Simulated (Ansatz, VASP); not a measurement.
## Two plane-wave programs on MnSb

```xyz
4
Lattice="4.1400 0.0000 0.0000 -2.0700 3.5853 0.0000 0.0000 0.0000 5.7900" Properties=species:S:1:pos:R:3 pbc="T T T"
Sb    0.0000    2.3902    1.4475
Sb    2.0700    1.1951    4.3425
Mn    0.0000    0.0000    0.0000
Mn    0.0000    0.0000    2.8950
```

Alike in both runs: task single point; functional PBE; k mesh 8 × 8 × 5; occupations fermi-dirac, width 0.05 eV; collinear spin.

|  | VASP | Ansatz |
| --- | --- | --- |
| version | VASP 6.6.1 | Ansatz 0.2.0 |
| potentials or method | VASP PAW PBE potentials, release 64 (Sb, Mn_pv), cutoff 520 eV | PAW, plane waves, scalar-relativistic |
| valence electrons in the cell | 36 | 60 |

Ansatz gave:

| Quantity | Value |
| --- | --- |
| pressure (GPa) | -2.8 |
| traceless stress, the component that is largest in VASP (GPa) | -1.00 |
| net moment per atom (μB) | 1.69 |
| size of the moment on the site where the two differ most (μB) | 3.44 |

Problem. What did VASP give for the same quantities?

Solution. Pressure (GPa): -2.9; traceless stress, the component that is largest in VASP (GPa): -1.00; net moment per atom (μB): 1.69; size of the moment on the site where the two differ most (μB): 3.41.

Site moments also hang on the region over which each program counts them. VASP's potentials hold 36 valence electrons a cell and Ansatz's 60, so a difference there can come from the potentials and not from the codes. Ansatz's warnings: no starting moments.

Spin-orbit coupling is off throughout.
